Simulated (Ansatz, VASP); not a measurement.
**ZrN: VASP beside Ansatz**

```
Zr N
1.0
     0.00000    2.29427    2.29427
     2.29427    0.00000    2.29427
     2.29427    2.29427    0.00000
Zr N
1 1
Direct
  0.50000 0.50000 0.50000
  0.00000 0.00000 0.00000
```

Alike in both runs: task single point; functional PBEsol; k mesh 8 × 8 × 8; occupations gaussian, width 0.1 eV; no spin polarisation.

|  | VASP | Ansatz |
| --- | --- | --- |
| version | VASP 6.6.1 | Ansatz 0.2.0 |
| potentials or method | VASP PAW PBE potentials, release 64 (Zr_sv, N), cutoff 600 eV | scalar-relativistic, plane waves, PAW |
| valence electrons in the cell | 17 | 17 |

```tsv
	VASP	Ansatz	Ansatz less VASP
gap on the k mesh at the Fermi level (eV)	none	none	-
pressure (GPa)	-5.6	-5.9	-0.25
```

VASP's potentials were made for PBE, not for PBEsol. A gap of «none» marks a metal or a gap that the smearing closes.
